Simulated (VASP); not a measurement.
Input of a VASP 6.6.1 run:

Contents of INCAR:

```
SYSTEM = HfN
PREC = Accurate
ENCUT = 520
EDIFF = 1E-6
ISMEAR = 0
SIGMA = 0.05
LREAL = .False.
LASPH = .True.
NELM = 100
ALGO = Normal
ISIF = 2
LWAVE = .False.
LCHARG = .True.
GGA = PS
LELF = .True.
LVHAR = .True.
NBANDS = 23
```

KPOINTS

```
regular mesh
0
Gamma
  10 10 10
  0 0 0
```

Contents of POSCAR:

```
HfN
1.0
    1.5717922676     -5.3198202978      0.0000000000
    1.5717922676      5.3198202978      0.0000000000
    0.0000000000      0.0000000000      3.0727604298
Hf N
2 2
Direct
    0.8561576421      0.1438423579      0.2500000000
    0.1438423579      0.8561576421      0.7500000000
    0.6483011758      0.3516988242      0.2500000000
    0.3516988242      0.6483011758      0.7500000000
```

Potentials or basis: VASP PAW PBE potentials, release 64 (Hf_pv, N).

Launch:

```console
$ cat potpaw_PBE.64/Hf_pv/POTCAR potpaw_PBE.64/N/POTCAR > POTCAR
$ mpirun -np 1 vasp_std > vasp.out
```

Question: Estimate the band gap on the k mesh.

Answer: Zero (band 15 reaches 9.83 eV, above the bottom of band 16 at 4.83 eV).

Question: Estimate the largest force.

Answer: 0.075 eV/Å.

Question: Estimate the pressure.

Answer: 0.9 GPa.

Forces in eV/Å, atoms in the order of the input:
```
Hf   0.000  0.075  0.000
Hf   0.000 -0.075  0.000
N    0.000 -0.054  0.000
N    0.000  0.054  0.000
```

Caveat: the PAW data sets were made with another functional, which shifts forces and pressure a little; spin-orbit coupling is left out, which moves the levels of the heavy elements.
